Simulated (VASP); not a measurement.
Rh:

```
Rh
1.0
     2.69174    0.00000    0.00000
    -1.34587    2.33112    0.00000
     0.00000    0.00000    8.79807
Rh
4
Cartesian
  0.0000 0.0000 0.0000
  0.0000 1.5541 2.1995
  0.0000 0.0000 4.3990
  1.3459 0.7770 6.5986
```

This isn't the form of Rh at room conditions, which is fcc.

| Quantity | Value |
| --- | --- |
| Program | VASP 6.6.1 |
| Task | relaxation of cell and atoms |
| Functional | PBEsol |
| Potentials or basis | VASP PAW PBE potentials, release 64 (Rh_pv) |
| Cutoff | 600 eV |
| k mesh | 11 × 11 × 3 |
| Occupations | methfessel-paxton, width 0.1 eV |
| Spin | no spin polarisation |

At the start: pressure -5.9 GPa; volume 13.80 Å³/atom.

Question: How do energy, volume and symmetry change on relaxing?

Answer: Over 5 steps the energy falls by 5.5 meV/atom and the volume is 13.52 Å³/atom (-2.1 %); space group P6_3/mmc (No. 194, to 0.1 Å) before and after.

The path:
| step | energy change (eV) | largest force (eV/Å) | pressure (GPa) | volume (Å³) |
| --- | --- | --- | --- | --- |
| 1 | 0.0000 | 0.0000 | -5.88 | 55.21 |
| 2 | 0.1294 | 0.0000 | 18.18 | 51.26 |
| 3 | -0.0218 | 0.0000 | -0.06 | 54.08 |
| 4 | -0.0218 | 0.0000 | 0.07 | 54.06 |
| 5 | -0.0221 | 0.0000 | -0.01 | 54.07 |

Final structure:
```
CELL_PARAMETERS angstrom
2.67830 0.00000 0.00000
-1.33915 2.31948 0.00000
0.00000 0.00000 8.70421
ATOMIC_POSITIONS crystal
Rh 0.00000 0.00000 0.00000
Rh 0.33333 0.66667 0.25000
Rh 0.00000 0.00000 0.50000
Rh 0.66667 0.33333 0.75000
```

Caveat: the PAW data sets were made with another functional, which shifts forces and pressure a little.
